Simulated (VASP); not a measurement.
Al5N, 6 atoms in the cell. It takes space group F-43m (No. 216, cubic). The conventional cell has a = 7.133 Å, b = 7.133 Å, c = 7.133 Å, α = 90.00°, β = 90.00°, γ = 90.00°. Within 3.3 Å of Al (site symmetry 3m) lie 9 Al at 2.50 to 2.96 Å and 3 N at 2.96 Å. Al (site symmetry -43m) has 12 Al at 2.96 Å and 4 N at 3.09 Å within 3.9 Å. Within 3.9 Å of N (site symmetry -43m) lie 16 Al at 2.96 to 3.09 Å. The cell was generated, and may not be a known phase.

- Program: VASP 6.6.1
- Task: relaxation of cell and atoms
- Functional: PBE
- Potentials or basis: VASP PAW PBE potentials, release 64 (Al, N)
- Cutoff: 600 eV
- k mesh: 4 × 4 × 4
- Occupations: gaussian, width 0.1 eV
- Spin: no spin polarisation
- Dipole correction: no
- Further INCAR settings: ALGO = Normal; EDIFF = 1e-07; IBRION = 2; EDIFFG = -0.04; NSW = 90; ISIF = 3

Potentials or basis: VASP PAW PBE potentials, release 64 (Al, N).

Launch:

```sh
$ cat potpaw_PBE.64/Al/POTCAR potpaw_PBE.64/N/POTCAR > POTCAR
$ mpirun -np 1 vasp_std > vasp.out
```

Hardware: 1 thread of Intel(R) Xeon(R) Platinum 8259CL CPU @ 2.50GHz (Skylake/Cascade Lake), with other jobs on the host.

Question: How long does it take, and how much memory?

Answer: It took 65 s on 1 thread of Intel(R) Xeon(R) Platinum 8259CL CPU @ 2.50GHz (Skylake/Cascade Lake), on a shared host, peak memory 0.23 GiB. Counts: scf iterations 57, k points 8, ion steps 6.
